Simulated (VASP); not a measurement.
A run of VASP 6.6.1:

Contents of INCAR:

```
PREC = Accurate ; ENCUT = 520
EDIFF = 1E-6 ; ISMEAR = 0
SIGMA = 0.15 ; LREAL = F
LASPH = T ; NELM = 100
ALGO = Fast ; ISIF = 2
LWAVE = F ; LCHARG = T
GGA = PS ; LELF = T
LVHAR = T ; NBANDS = 9
```

The input KPOINTS:

```
Automatic mesh
0
Gamma
  24 24 14
```

POSCAR

```
Be
1.0
    2.2995019849      0.0000000000      0.0000000000
   -1.1497509925      2.0412128133      0.0000000000
    0.0000000000      0.0000000000      3.6009000000
Be
2
Direct
    0.3333333333      0.6666666667      0.2500000000
    0.6666666667      0.3333333333      0.7500000000
```

Potentials or basis: VASP PAW PBE potentials, release 64 (Be).

Command:

```sh
$ cat potpaw_PBE.64/Be/POTCAR > POTCAR
$ mpirun -np 1 vasp_std > vasp.out
```

Hardware: 1 thread of Intel(R) Xeon(R) Platinum 8488C (Sapphire Rapids) (shared host).

**Question.** Estimate the wall time of this run.

**Answer.** Wall time 72 s on 1 thread of Intel(R) Xeon(R) Platinum 8488C (Sapphire Rapids) (shared host), peak memory 0.26 GiB. Counts: scf iterations 9, k points 1256.
